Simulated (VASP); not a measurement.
Input of a VASP 6.6.1 run:

INCAR

```
PREC = Accurate
ENCUT = 600
EDIFF = 1E-6
ISMEAR = 0
SIGMA = 0.1
LREAL = F
LASPH = T
NELM = 100
ALGO = Normal
ISIF = 3
LWAVE = F
LCHARG = F
GGA = PE
IBRION = 2
NSW = 90
EDIFFG = -0.04
```

Contents of KPOINTS:

```
Automatic mesh
0
Gamma
  6 6 6
```

POSCAR

```
AsF
1.0
    0.0000000000      2.5983483905      2.5983483905
    2.5983483905      0.0000000000      2.5983483905
    2.5983483905      2.5983483905      0.0000000000
As F
1 1
Direct
    0.0000000000      0.0000000000      0.0000000000
    0.7500000000      0.7500000000      0.7500000000
```

Potentials or basis: VASP PAW PBE potentials, release 64 (As, F).

Launch:

```console
$ cat potpaw_PBE.64/As/POTCAR potpaw_PBE.64/F/POTCAR > POTCAR
$ mpirun -np 1 vasp_std > vasp.out
```

(1) What does it give for the band gap on the k mesh?

(2) Predict the space group after relaxing (to 0.1 Å).

(3) Estimate the relaxed volume.

## Answers

(1) zero (bands 6 and 7 overlap by 1.11 eV).

(2) F-43m (No. 216).

(3) 19.80 Å³/atom.
